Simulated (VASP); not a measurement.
# Ba (Im-3m) in VASP: further runs, part 2 of 2

VASP 6.6.1.

### 4 Single point, PBE (strained)

Input file INCAR:

```
SYSTEM = Ba
PREC     = Accurate       ! precision mode
ENCUT    = 520            ! plane-wave cutoff, eV
EDIFF    = 1E-7           ! SCF threshold, eV
ISMEAR   = 0              ! smearing method
SIGMA    = 0.1            ! smearing width, eV
LREAL    = .False.        ! projectors in reciprocal space
LASPH    = .True.         ! aspherical terms in the spheres
NELM     = 80             ! most SCF steps
ALGO     = Normal         ! electronic algorithm
ISIF     = 2              ! what is computed and relaxed
LWAVE    = .False.        ! write WAVECAR
LCHARG   = .True.         ! write CHGCAR
GGA      = PE             ! functional
LELF     = .True.         ! ELF
LVHAR    = .True.       
NBANDS   = 11             ! bands
```

Input file KPOINTS:

```
Automatic mesh
0
Gamma
  12 12 12
  0 0 0
```

Input file POSCAR:

```
Ba
1.0
   -2.5677750000      2.5677750000      2.5677750000
    2.5677750000     -2.5677750000      2.5677750000
    2.5677750000      2.5677750000     -2.5677750000
Ba
1
Direct
    0.0000000000      0.0000000000      0.0000000000
```

Potentials or basis: VASP PAW PBE potentials, release 64 (Ba_sv).

Launch:

```sh
cat potpaw_PBE.64/Ba_sv/POTCAR > POTCAR
mpirun -np 1 vasp_std > vasp.out
```

OUTCAR:

```text
SYSTEM = Ba
   PREC = Accurate
   ENCUT = 520
   EDIFF = 1E-7
   ISMEAR = 0
   LREAL = .False.
   LASPH = .True.
   NELM = 80
   ISIF = 2
   GGA = PE

 ion  position               nearest neighbor table
   1  0.000  0.000  0.000-

  LATTYP: Found a body centered cubic cell.
 ALAT       =     5.1355500000

  Lattice vectors:

 A1 = (  -2.5677750000,   2.5677750000,   2.5677750000)
 A2 = (   2.5677750000,  -2.5677750000,   2.5677750000)
 A3 = (   2.5677750000,   2.5677750000,  -2.5677750000)

Analysis of symmetry for initial positions (statically):
=====================================================================
 Subroutine PRICEL returns:
 Original cell was already a primitive cell.

 Routine SETGRP: Setting up the symmetry group for a
 body centered cubic supercell.

 Subroutine GETGRP returns: Found 48 space group operations
 (whereof 48 operations were pure point group operations)
 out of a pool of 48 trial point group operations.

The static configuration has the point symmetry O_h .

Analysis of symmetry for dynamics (positions and initial velocities):
=====================================================================
 Subroutine PRICEL returns:
 Original cell was already a primitive cell.

 Routine SETGRP: Setting up the symmetry group for a
 body centered cubic supercell.

 Subroutine GETGRP returns: Found 48 space group operations
 (whereof 48 operations were pure point group operations)
 out of a pool of 48 trial point group operations.

The dynamic configuration has the point symmetry O_h .

 Subroutine INISYM returns: Found 48 space group operations
 (whereof 48 operations are pure point group operations),
 and found     1 'primitive' translations

----------------------------------------------------------------------------------------

                                     Primitive cell

  volume of cell :      67.7222

  direct lattice vectors                    reciprocal lattice vectors
    -2.567775000  2.567775000  2.567775000     0.000000000  0.194721111  0.194721111
     2.567775000 -2.567775000  2.567775000     0.194721111  0.000000000  0.194721111
     2.567775000  2.567775000 -2.567775000     0.194721111  0.194721111  0.000000000

  length of vectors
     4.447516762  4.447516762  4.447516762     0.275377236  0.275377236  0.275377236

  position of ions in fractional coordinates (direct lattice)
     0.000000000  0.000000000  0.000000000

  ion indices of the primitive-cell ions
   primitive index   ion index
                 1           1

----------------------------------------------------------------------------------------

 KPOINTS: Automatic mesh

Automatic generation of k-mesh.
 Grid dimensions read from file:
 generate k-points for:   12   12   12

 Generating k-lattice:

  Cartesian coordinates                     Fractional coordinates (reciprocal lattice)
     0.000000000  0.016226759  0.016226759     0.083333333  0.000000000  0.000000000
     0.016226759  0.000000000  0.016226759     0.000000000  0.083333333  0.000000000
     0.016226759  0.016226759  0.000000000     0.000000000  0.000000000  0.083333333

  Length of vectors
     0.022948103  0.022948103  0.022948103

  Shift w.r.t. Gamma in fractional coordinates (k-lattice)
     0.000000000  0.000000000  0.000000000

 Subroutine IBZKPT returns following result:
 ===========================================

 Found     72 irreducible k-points:

 Following reciprocal coordinates:
            Coordinates               Weight
  0.000000  0.000000  0.000000      1.000000
  0.083333  0.000000  0.000000     12.000000
  0.166667  0.000000  0.000000     12.000000
  0.250000  0.000000  0.000000     12.000000
  0.333333  0.000000  0.000000     12.000000
  0.416667  0.000000  0.000000     12.000000
[... 16 lines left out ...]
  0.333333  0.083333  0.083333     24.000000
  0.416667  0.083333  0.083333     12.000000
 [... further k-points ...]
   k-points           NKPTS =     72   k-points in BZ     NKDIM =     72   number of bands    NBANDS=     11
   number of dos      NEDOS =    301   number of ions     NIONS =      1
   total plane-waves  NPLWV =  46656
   dimension x,y,z NGX =    36 NGY =   36 NGZ =   36
   dimension x,y,z NGXF=    72 NGYF=   72 NGZF=   72
   ions per type =               1
   NGX,Y,Z   is equivalent  to a cutoff of  13.46, 13.46, 13.46 a.u.
   NGXF,Y,Z  is equivalent  to a cutoff of  26.91, 26.91, 26.91 a.u.
 SYSTEM =  Ba
   PREC   = accura    normal or accurate (medium, high low for compatibility)
   ISTART =      0    job   : 0-new  1-cont  2-samecut
   ICHARG =      2    charge: 1-file 2-atom 10-const
   ISPIN  =      1    spin polarized calculation?
   LNONCOLLINEAR =      F non collinear calculations
   LSORBIT =      F    spin-orbit coupling
   LASPH  =      T    aspherical Exc in radial PAW
   ENCUT  =  520.0 eV  38.22 Ry    6.18 a.u.   8.27  8.27  8.27*2*pi/ulx,y,z
   NELM   =     80;   NELMIN=  2; NELMDL= -5     # of ELM steps
   EDIFF  = 0.1E-06   stopping-criterion for ELM
   LREAL  =      F    real-space projection
   EDIFFG = 0.1E-05   stopping-criterion for IOM
   NSW    =      0    number of steps for IOM
   IBRION =     -1    ionic relax: 0-MD 1-quasi-New 2-CG
   NFREE  =      0    steps in history (QN), initial steepest desc. (CG)
   ISIF   =      2    stress and relaxation
   ISYM   =      2    0-nonsym 1-usesym 2-fastsym
   POTIM  = 0.5000    time-step for ionic-motion
   TEBEG  =    0.0;   TEEND  =   0.0 temperature during run
   PSTRESS=    0.0 pullay stress
   NELECT =      10.0000    total number of electrons
   NUPDOWN=      -1.0000    fix difference up-down
   EMIN   =  10.00;   EMAX   =-10.00  energy-range for DOS
   EFERMI =   0.00;   METHOD = LEGACY
   ISMEAR =     0;   SIGMA  =   0.10  broadening in eV -4-tet -1-fermi 0-gaus
   EFERMI_NEDOS =   21; number of points for ismear=-14 and -15
   IALGO  =     38    algorithm
   IMIX   =      4    mixing-type and parameters
     AMIX     =   0.40;   BMIX     =  1.00
     AMIX_MAG =   1.60;   BMIX_MAG =  1.00
  volume/ion in A,a.u.               =      67.72       457.01
  Fermi-wavevector in a.u.,A,eV,Ry     =   0.865296  1.635172 10.187180  0.748737
  Thomas-Fermi vector in A             =   1.983518
   LORBIT       =      0    0 simple, 1 ext, 2 COOP (PROOUT), +10 PAW based schemes
   GGA     = PE    functional components
   LHFCALC =     F    Hartree Fock is set to
   AEXX    =    0.0000 exact exchange contribution
   IVDW    =     0    specifies the selected vdW correction
   LEPSILON=     F    determine dielectric tensor
   LRPA    =     F    only Hartree local field effects (RPA)
 non-spin polarized calculation
 Gauss-broadening in eV      SIGMA  =   0.10
  energy-cutoff  :      520.00
  volume of cell :       67.72
 maximum number of plane-waves:      1878
 NGX is ok and might be reduce to    36
   NGX = 17   NGY = 17   NGZ = 17

 number of electron      10.0000000 magnetization

 number of electron       9.9999999 magnetization

 Free energy of the ion-electron system (eV)
  ---------------------------------------------------
  ext. energy  EPLUGINS =         0.00000000
  ---------------------------------------------------
  free energy    TOTEN  =        -1.90443629 eV

  energy without entropy =       -1.89843926  energy(sigma->0) =       -1.90143778

 E-fermi :   1.4110     XC(G=0):  -7.1829

 val. band max:        1.3462423376   @ k =  -0.4167  -0.4167   0.2500
 cond. band min:       1.4180371159   @ k =  -0.4167   0.5000   0.2500
 fundamental gap:      0.0717947782
 Fermi energy:         1.4110296558

 k-point     1 :       0.0000    0.0000    0.0000
  band No.  band energies     occupation
      1     -27.5988      2.00000
      2     -12.5833      2.00000
      3     -12.5833      2.00000
      4     -12.5833      2.00000
      5      -1.2948      2.00000
      6       3.1619      0.00000
      7       3.1619      0.00000
      8       3.1619      0.00000
      9       4.4700      0.00000
     10       4.4700      0.00000
     11       8.1404      0.00000
[... 309 lines left out ...]
 k-point    24 :       0.4167    0.0833    0.0833
  band No.  band energies     occupation
      1     -27.5669      2.00000
      2     -12.9213      2.00000
      3     -12.7173      2.00000
      4     -12.6088      2.00000
      5       0.8168      2.00000
      6       2.0171      0.00000
      7       2.3243      0.00000
      8       4.5290      0.00000
      9       4.9796      0.00000
     10       6.5162      0.00000
     11       6.6054      0.00000

 [... further k-points ...]

------------------------ aborting loop because EDIFF is reached ----------------------------------------

  FORCE on cell =-STRESS in cart. coord.  units (eV):
  Direction    XX          YY          ZZ          XY          YZ          ZX
  --------------------------------------------------------------------------------------
  -------------------------------------------------------------------------------------
  Total       -0.2100355     -0.2100355     -0.2100355      0.0000000      0.0000000      0.0000000
  in kB       -4.9690388     -4.9690388     -4.9690388      0.0000000      0.0000000      0.0000000
  external PRESSURE =      -4.9690388 kB  Pullay stress =       0.0000000 kB

 VOLUME and BASIS-vectors are now :
 -----------------------------------------------------------------------------
  energy-cutoff  :      520.00
  volume of cell :       67.72
      direct lattice vectors                 reciprocal lattice vectors
    -2.567775000  2.567775000  2.567775000     0.000000000  0.194721111  0.194721111
     2.567775000 -2.567775000  2.567775000     0.194721111  0.000000000  0.194721111
     2.567775000  2.567775000 -2.567775000     0.194721111  0.194721111  0.000000000

 POSITION                                       TOTAL-FORCE (eV/Angst)
 -----------------------------------------------------------------------------------
      0.00000      0.00000      0.00000        -0.000000      0.000000     -0.000000
 -----------------------------------------------------------------------------------
    total drift:                               -0.000000      0.000000      0.000000

  FREE ENERGIE OF THE ION-ELECTRON SYSTEM (eV)
  ---------------------------------------------------
  free  energy   TOTEN  =        -1.9044362949 eV

  energy  without entropy=       -1.8984392606  energy(sigma->0) =       -1.90143778
```

Run time: 66 s. Hardware: 1 thread of Intel Xeon 8259CL, shared host; peak memory 0.23 GiB.

What came out:

```
Free energy            : -1.9044 eV
Pressure               : -0.5 GPa
Band gap on the k mesh : zero (bands 5 and 6 overlap by 0.91 eV)
```

Levels at points of the mesh, in eV from the Fermi level:
| k point | band 1 | band 2 | band 3 | band 4 | band 5 | band 6 | band 7 | band 8 | band 9 | band 10 |
| --- | --- | --- | --- | --- | --- | --- | --- | --- | --- | --- |
| (0.00, 0.00, 0.00) | -29.01 | -13.99 | -13.99 | -13.99 | -2.71 | 1.75 | 1.75 | 1.75 | 3.06 | 3.06 |
| (0.50, 0.00, 0.00) | -28.98 | -14.36 | -14.11 | -14.00 | -0.84 | 0.70 | 1.05 | 3.00 | 3.55 | 4.85 |
| (0.50, 0.50, 0.50) | -28.95 | -14.25 | -14.25 | -14.25 | -0.45 | -0.45 | 4.02 | 4.02 | 4.02 | 4.41 |

Caveat: the cell differs from its parent crystal (strained); spin-orbit coupling is left out, which moves the levels of the heavy elements.

### 5 Summary

```tsv
cell	gap on the mesh (eV)	pressure (GPa)
a = 4.387 Å, angles 109.5°, 1 atom	none	-0.2
a = 4.394 Å, angles 109.5°, 1 atom	none	-0.2
a = 4.448 Å, angles 109.5°, 1 atom	none	-0.5
```

Alike in all rows: task single point; level PBE; potentials or basis VASP PAW PBE potentials, release 64 (Ba_sv); no spin polarisation; k mesh 12 × 12 × 12; cutoff (eV) 520; smearing gaussian 0.1 eV.

Caveats: spin-orbit coupling is left out, which moves the levels of the heavy elements.

Absolute energies hang on the potentials; compare differences alone.

The gap in the log of VASP goes by the Fermi energy; the results here count the filled bands.